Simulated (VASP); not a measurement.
# ZnO (P6_3mc) in VASP: a series of runs

The runs below take ZnO through single point, with PBE.

Program: VASP 6.6.1. These are calculated values, not measurements. Logs are shortened: lines on timing, memory, paths and dates and some standing lists are left out, and cuts for length are marked.

**Experimental background.**

“Electronic structure of alkaline earth and post-transition metal oxides”, 2009, arxiv:0908.1581 quotes, for a bulk crystal of ZnO: band gap 3.37 eV.

How close the calculation comes is told below.

**1. The cell of the first run**

The structure is hexagonal, space group P6_3mc (No. 186). The conventional cell has a = 3.280 Å, b = 3.280 Å, c = 5.293 Å, α = 90.00°, β = 90.00°, γ = 120.00°. Within 2.6 Å of Zn (site symmetry 3m) lie 4 O at 2.00 to 2.01 Å. O (site symmetry 3m) has 4 Zn at 2.00 to 2.01 Å within 2.6 Å.

**2. Single point, PBE**

File INCAR:

```
SYSTEM = ZnO
  PREC = Accurate
  ENCUT = 520
  EDIFF = 1E-7
  ISMEAR = 0
  SIGMA = 0.1
  LREAL = .FALSE.
  LASPH = .TRUE.
  NELM = 60
  ALGO = Normal
  ISIF = 2
  LWAVE = .FALSE.
  LCHARG = .FALSE.
  GGA = PE
  NBANDS = 46
```

File KPOINTS:

```
Automatic mesh
0
G
  6 6 2
  0 0 0
```

File POSCAR:

```
ZnO
1.0
    3.2795288439      0.0000000000      0.0000000000
   -1.6397644219      2.8401552913      0.0000000000
    0.0000000000      0.0000000000     10.5858105753
Zn O
4 4
Direct
    0.3333333333      0.6666666667      0.0007466950
    0.3333333333      0.6666666667      0.5007466950
    0.6666666667      0.3333333333      0.2507466950
    0.6666666667      0.3333333333      0.7507466950
    0.3333333333      0.6666666667      0.1903033000
    0.3333333333      0.6666666667      0.6903033000
    0.6666666667      0.3333333333      0.4403033000
    0.6666666667      0.3333333333      0.9403033000
```

Potentials or basis: VASP PAW PBE potentials, release 64 (Zn, O).

On the command line:

```
$ cat potpaw_PBE.64/Zn/POTCAR potpaw_PBE.64/O/POTCAR > POTCAR
$ mpirun -np 1 vasp_std > vasp.out
```

OUTCAR:

```text
SYSTEM = ZnO
   PREC = Accurate
   ENCUT = 520
   EDIFF = 1E-7
   ISMEAR = 0
   LREAL = .FALSE.
   LASPH = .TRUE.
   NELM = 60
   ISIF = 2
   GGA = PE

 ion  position               nearest neighbor table
   1  0.333  0.667  0.001-   8 2.00   8 2.00   8 2.00   5 2.01
   2  0.333  0.667  0.501-   7 2.00   7 2.00   7 2.00   6 2.01
   3  0.667  0.333  0.251-   5 2.00   5 2.00   5 2.00   7 2.01
   4  0.667  0.333  0.751-   6 2.00   6 2.00   6 2.00   8 2.01
   5  0.333  0.667  0.190-   3 2.00   3 2.00   3 2.00   1 2.01
   6  0.333  0.667  0.690-   4 2.00   4 2.00   4 2.00   2 2.01
   7  0.667  0.333  0.440-   2 2.00   2 2.00   2 2.00   3 2.01
   8  0.667  0.333  0.940-   1 2.00   1 2.00   1 2.00   4 2.01

  LATTYP: Found a hexagonal cell.
 ALAT       =     3.2795288439
 C/A-ratio  =     3.2278449372

  Lattice vectors:

 A1 = (   3.2795288439,   0.0000000000,   0.0000000000)
 A2 = (  -1.6397644219,   2.8401552913,   0.0000000000)
 A3 = (   0.0000000000,   0.0000000000,  10.5858105753)

Analysis of symmetry for initial positions (statically):
=====================================================================
 Subroutine PRICEL returns following result:

  LATTYP: Found a hexagonal cell.
 ALAT       =     3.2795288439
 C/A-ratio  =     1.6139224686

  Lattice vectors:

 A1 = (   3.2795288439,   0.0000000000,   0.0000000000)
 A2 = (  -1.6397644219,   2.8401552913,   0.0000000000)
 A3 = (   0.0000000000,   0.0000000000,   5.2929052877)

   2 primitive cells build up your supercell.

 Routine SETGRP: Setting up the symmetry group for a
 hexagonal supercell.

 Subroutine GETGRP returns: Found 12 space group operations
 (whereof  6 operations were pure point group operations)
 out of a pool of 24 trial point group operations.

The static configuration has the point symmetry C_3v.
 The point group associated with its full space group is C_6v.

Analysis of symmetry for dynamics (positions and initial velocities):
=====================================================================
 Subroutine PRICEL returns following result:

  LATTYP: Found a hexagonal cell.
 ALAT       =     3.2795288439
 C/A-ratio  =     1.6139224686

  Lattice vectors:

 A1 = (   3.2795288439,   0.0000000000,   0.0000000000)
 A2 = (  -1.6397644219,   2.8401552913,   0.0000000000)
 A3 = (   0.0000000000,   0.0000000000,   5.2929052877)

   2 primitive cells build up your supercell.

 Routine SETGRP: Setting up the symmetry group for a
 hexagonal supercell.

 Subroutine GETGRP returns: Found 12 space group operations
 (whereof  6 operations were pure point group operations)
 out of a pool of 24 trial point group operations.

The dynamic configuration has the point symmetry C_3v.
 The point group associated with its full space group is C_6v.

 Subroutine INISYM returns: Found 12 space group operations
 (whereof  6 operations are pure point group operations),
 and found     2 'primitive' translations

----------------------------------------------------------------------------------------

                                     Primitive cell

  volume of cell :      49.3001

  direct lattice vectors                    reciprocal lattice vectors
     3.279528844  0.000000000  0.000000000     0.304921849  0.176046712  0.000000000
    -1.639764422  2.840155291  0.000000000     0.000000000  0.352093424  0.000000000
     0.000000000  0.000000000  5.292905288     0.000000000  0.000000000  0.188932155

  length of vectors
     3.279528844  3.279528844  5.292905288     0.352093424  0.352093424  0.188932155

  position of ions in fractional coordinates (direct lattice)
     0.333333333  0.666666667  0.001493390
     0.666666667  0.333333333  0.501493390
     0.333333333  0.666666667  0.380606600
     0.666666667  0.333333333  0.880606600

  ion indices of the primitive-cell ions
   primitive index   ion index
                 1           1
                 2           3
                 3           5
                 4           8

----------------------------------------------------------------------------------------

 KPOINTS: Automatic mesh

Automatic generation of k-mesh.
 Grid dimensions read from file:
 generate k-points for:    6    6    2

 Generating k-lattice:

  Cartesian coordinates                     Fractional coordinates (reciprocal lattice)
     0.050820308  0.029341119  0.000000000     0.166666667 -0.000000000  0.000000000
     0.000000000  0.058682237  0.000000000     0.000000000  0.166666667  0.000000000
     0.000000000  0.000000000  0.047233039     0.000000000  0.000000000  0.500000000

  Length of vectors
     0.058682237  0.058682237  0.047233039

  Shift w.r.t. Gamma in fractional coordinates (k-lattice)
     0.000000000  0.000000000  0.000000000

 Subroutine IBZKPT returns following result:
 ===========================================

 Found     14 irreducible k-points:

 Following reciprocal coordinates:
            Coordinates               Weight
  0.000000  0.000000  0.000000      1.000000
  0.166667  0.000000  0.000000      6.000000
  0.333333  0.000000  0.000000      6.000000
  0.500000  0.000000  0.000000      3.000000
  0.166667  0.166667  0.000000      6.000000
  0.333333  0.166667  0.000000     12.000000
  0.333333  0.333333  0.000000      2.000000
  0.000000  0.000000  0.500000      1.000000
  0.166667  0.000000  0.500000      6.000000
  0.333333  0.000000  0.500000      6.000000
  0.500000  0.000000  0.500000      3.000000
  0.166667  0.166667  0.500000      6.000000
  0.333333  0.166667  0.500000     12.000000
  0.333333  0.333333  0.500000      2.000000
   k-points           NKPTS =     14   k-points in BZ     NKDIM =     14   number of bands    NBANDS=     46
   number of dos      NEDOS =    301   number of ions     NIONS =      8
   total plane-waves  NPLWV =  46080
   dimension x,y,z NGX =    24 NGY =   24 NGZ =   80
   dimension x,y,z NGXF=    48 NGYF=   48 NGZF=  160
   ions per type =               4   4
   NGX,Y,Z   is equivalent  to a cutoff of  12.17, 12.17, 12.56 a.u.
   NGXF,Y,Z  is equivalent  to a cutoff of  24.33, 24.33, 25.13 a.u.
 SYSTEM =  ZnO
   PREC   = accura    normal or accurate (medium, high low for compatibility)
   ISTART =      0    job   : 0-new  1-cont  2-samecut
   ICHARG =      2    charge: 1-file 2-atom 10-const
   ISPIN  =      1    spin polarized calculation?
   LNONCOLLINEAR =      F non collinear calculations
   LSORBIT =      F    spin-orbit coupling
   LASPH  =      T    aspherical Exc in radial PAW
   ENCUT  =  520.0 eV  38.22 Ry    6.18 a.u.   6.10  6.10 19.68*2*pi/ulx,y,z
   NELM   =     60;   NELMIN=  2; NELMDL= -5     # of ELM steps
   EDIFF  = 0.1E-06   stopping-criterion for ELM
   LREAL  =      F    real-space projection
   EDIFFG = 0.1E-05   stopping-criterion for IOM
   NSW    =      0    number of steps for IOM
   IBRION =     -1    ionic relax: 0-MD 1-quasi-New 2-CG
   NFREE  =      0    steps in history (QN), initial steepest desc. (CG)
   ISIF   =      2    stress and relaxation
   ISYM   =      2    0-nonsym 1-usesym 2-fastsym
   POTIM  = 0.5000    time-step for ionic-motion
   TEBEG  =    0.0;   TEEND  =   0.0 temperature during run
   PSTRESS=    0.0 pullay stress
   NELECT =      72.0000    total number of electrons
   NUPDOWN=      -1.0000    fix difference up-down
   EMIN   =  10.00;   EMAX   =-10.00  energy-range for DOS
   EFERMI =   0.00;   METHOD = LEGACY
   ISMEAR =     0;   SIGMA  =   0.10  broadening in eV -4-tet -1-fermi 0-gaus
   EFERMI_NEDOS =   21; number of points for ismear=-14 and -15
   IALGO  =     38    algorithm
   IMIX   =      4    mixing-type and parameters
     AMIX     =   0.40;   BMIX     =  1.00
     AMIX_MAG =   1.60;   BMIX_MAG =  1.00
  volume/ion in A,a.u.               =      12.33        83.17
  Fermi-wavevector in a.u.,A,eV,Ry     =   1.474211  2.785856 29.569533  2.173299
  Thomas-Fermi vector in A             =   2.589010
   LORBIT       =      0    0 simple, 1 ext, 2 COOP (PROOUT), +10 PAW based schemes
   GGA     = PE    functional components
   LHFCALC =     F    Hartree Fock is set to
   AEXX    =    0.0000 exact exchange contribution
   IVDW    =     0    specifies the selected vdW correction
   LEPSILON=     F    determine dielectric tensor
   LRPA    =     F    only Hartree local field effects (RPA)
 non-spin polarized calculation
 Gauss-broadening in eV      SIGMA  =   0.10
  energy-cutoff  :      520.00
  volume of cell :       98.60
 maximum number of plane-waves:      2700
   NGX = 13   NGY = 13   NGZ = 39

 number of electron      72.0000075 magnetization

 Free energy of the ion-electron system (eV)
  ---------------------------------------------------
  ext. energy  EPLUGINS =         0.00000000
  ---------------------------------------------------
  free energy    TOTEN  =       -35.71719902 eV

  energy without entropy =      -35.71719902  energy(sigma->0) =      -35.71719902

 E-fermi :   1.2661     XC(G=0): -10.7250

 val. band max:        0.8983357254   @ k =   0.0000   0.0000   0.0000
 cond. band min:       1.6247608692   @ k =   0.0000   0.0000   0.0000
 fundamental gap:      0.7264251438
 Fermi energy:         1.2661417840

 k-point     1 :       0.0000    0.0000    0.0000
  band No.  band energies     occupation
      1     -16.9204      2.00000
      2     -16.5951      2.00000
      3     -16.5951      2.00000
      4     -16.2526      2.00000
      5      -4.8151      2.00000
      6      -4.8151      2.00000
[... 38 lines left out ...]
     45      13.6239      0.00000
     46      13.9087      0.00000

 k-point     2 :       0.1667    0.0000    0.0000
  band No.  band energies     occupation
      1     -16.7837      2.00000
      2     -16.4933      2.00000
      3     -16.4933      2.00000
      4     -16.1939      2.00000
      5      -4.8889      2.00000
      6      -4.8889      2.00000
[... 38 lines left out ...]
     45      12.6746      0.00000
     46      12.6746      0.00000

 k-point     3 :       0.3333    0.0000    0.0000
  band No.  band energies     occupation
      1     -16.4772      2.00000
      2     -16.2827      2.00000
      3     -16.2827      2.00000
      4     -16.0954      2.00000
      5      -4.9777      2.00000
      6      -4.9777      2.00000
[... 38 lines left out ...]
     45      11.6895      0.00000
     46      12.1867      0.00000

 k-point     4 :       0.5000    0.0000    0.0000
  band No.  band energies     occupation
      1     -16.2835      2.00000
      2     -16.1735      2.00000
      3     -16.1735      2.00000
      4     -16.0789      2.00000
      5      -4.9852      2.00000
      6      -4.9852      2.00000
[... 430 lines left out ...]
     45      12.1529      0.00000
     46      12.1529      0.00000

 k-point    13 :       0.3333    0.1667    0.5000
  band No.  band energies     occupation
      1     -16.2555      2.00000
      2     -16.2555      2.00000
      3     -16.1028      2.00000
      4     -16.1028      2.00000
      5      -4.8022      2.00000
      6      -4.8022      2.00000
[... 38 lines left out ...]
     45      10.9638      0.00000
     46      10.9638      0.00000

 k-point    14 :       0.3333    0.3333    0.5000
  band No.  band energies     occupation
      1     -16.1271      2.00000
      2     -16.1271      2.00000
      3     -16.1271      2.00000
      4     -16.1271      2.00000
      5      -4.6096      2.00000
      6      -4.6096      2.00000
[... 38 lines left out ...]
     45      10.4450      0.00000
     46      10.4450      0.00000

------------------------ aborting loop because EDIFF is reached ----------------------------------------

  FORCE on cell =-STRESS in cart. coord.  units (eV):
  Direction    XX          YY          ZZ          XY          YZ          ZX
  --------------------------------------------------------------------------------------
  -------------------------------------------------------------------------------------
  Total        0.5259024      0.5259024      0.5154832      0.0000000      0.0000000      0.0000000
  in kB        8.5455113      8.5455113      8.3762078      0.0000000      0.0000000      0.0000000
  external PRESSURE =       8.4890768 kB  Pullay stress =       0.0000000 kB

 VOLUME and BASIS-vectors are now :
 -----------------------------------------------------------------------------
  energy-cutoff  :      520.00
  volume of cell :       98.60
      direct lattice vectors                 reciprocal lattice vectors
     3.279528844  0.000000000  0.000000000     0.304921849  0.176046712  0.000000000
    -1.639764422  2.840155291  0.000000000     0.000000000  0.352093424  0.000000000
     0.000000000  0.000000000 10.585810575     0.000000000  0.000000000  0.094466077

 POSITION                                       TOTAL-FORCE (eV/Angst)
 -----------------------------------------------------------------------------------
     -0.00000      1.89344      0.00790        -0.000000     -0.000000      0.000786
     -0.00000      1.89344      5.30081        -0.000000     -0.000000      0.000786
      1.63976      0.94672      2.65436         0.000000      0.000000      0.000786
      1.63976      0.94672      7.94726         0.000000      0.000000      0.000786
     -0.00000      1.89344      2.01451         0.000000     -0.000000     -0.000786
     -0.00000      1.89344      7.30742         0.000000     -0.000000     -0.000786
      1.63976      0.94672      4.66097        -0.000000     -0.000000     -0.000786
      1.63976      0.94672      9.95387        -0.000000      0.000000     -0.000786
 -----------------------------------------------------------------------------------
    total drift:                               -0.000002     -0.000003     -0.002912

  FREE ENERGIE OF THE ION-ELECTRON SYSTEM (eV)
  ---------------------------------------------------
  free  energy   TOTEN  =       -35.7171990214 eV

  energy  without entropy=      -35.7171990173  energy(sigma->0) =      -35.71719902
```

It took 30 s on 1 thread of Intel Xeon 6975P-C (Granite Rapids), shared host; peak memory 0.21 GiB.

Results:

* Free energy: -35.7172 eV
* Pressure: 0.8 GPa
* Band gap on the k mesh: 0.73 eV

**3. Single point, PBE**

This run uses another cell than the first one: it holds 4 atoms, not 8.

File INCAR:

```
SYSTEM = ZnO
  PREC = Accurate
  ENCUT = 520
  EDIFF = 1E-6
  ISMEAR = 0
  SIGMA = 0.02
  LREAL = .False.
  LASPH = .True.
  NELM = 60
  ALGO = Normal
  ISIF = 2
  LWAVE = .False.
  LCHARG = .False.
  GGA = PE
  NBANDS = 26
```

File KPOINTS:

```
regular mesh
0
Gamma
  12 12 6
  0 0 0
```

File POSCAR:

```
ZnO
1.0
    3.2795288439      0.0000000000      0.0000000000
   -1.6397644219      2.8401552913      0.0000000000
    0.0000000000      0.0000000000      5.2929052876
Zn O
2 2
Direct
    0.3333333333      0.6666666667      0.0014933900
    0.6666666667      0.3333333333      0.5014933900
    0.3333333333      0.6666666667      0.3806066000
    0.6666666667      0.3333333333      0.8806066000
```

Potentials or basis: VASP PAW PBE potentials, release 64 (Zn, O).

On the command line:

```
$ cat potpaw_PBE.64/Zn/POTCAR potpaw_PBE.64/O/POTCAR > POTCAR
$ mpirun -np 1 vasp_std > vasp.out
```

Run time: 28 s. Hardware: 1 thread of Intel Xeon 6975P-C (Granite Rapids), shared host; peak memory 0.21 GiB.

Results (log left out):

```yaml
Free_energy: -17.8610 eV
Pressure: 0.9 GPa
Band_gap_on_the_k_mesh: 0.73 eV, direct
```

Levels at points of the mesh, in eV from the valence-band top:
| k point | band 15 | band 16 | band 17 | band 18 | band 19 | band 20 | band 21 | band 22 |
| --- | --- | --- | --- | --- | --- | --- | --- | --- |
| (0.00, 0.00, 0.00) | -0.75 | -0.08 | 0.00 | 0.00 | 0.73 | 5.09 | 8.07 | 12.73 |
| (0.50, 0.00, 0.00) | -2.72 | -2.15 | -1.23 | -0.79 | 5.62 | 6.82 | 7.53 | 8.27 |
| (0.00, 0.00, 0.50) | -0.37 | -0.37 | -0.37 | -0.37 | 3.36 | 3.36 | 9.91 | 9.91 |
| (0.50, 0.00, 0.50) | -1.43 | -1.43 | -1.32 | -1.32 | 5.64 | 5.64 | 8.23 | 8.23 |

**4. How close it comes**

Step 2. Against the measured gap of ZnO, 3.37 eV (quoted in “Electronic structure of alkaline earth and post-transition metal oxides”, 2009, arxiv:0908.1581), the calculated 0.73 eV is off by -2.64 eV. So large a miss can be the level of theory's own, or it may mean another phase, state or a wrong row. The value is that of PBE, without temperature or zero-point motion. Semilocal functionals fall short of measured gaps as a rule.

Step 3. Against the measured gap of ZnO, 3.37 eV (quoted in “Electronic structure of alkaline earth and post-transition metal oxides”, 2009, arxiv:0908.1581), the calculated 0.73 eV is off by -2.64 eV. So large a miss can be the level of theory's own, or it may mean another phase, state or a wrong row. The value is that of PBE, without temperature or zero-point motion. Semilocal functionals fall short of measured gaps as a rule.
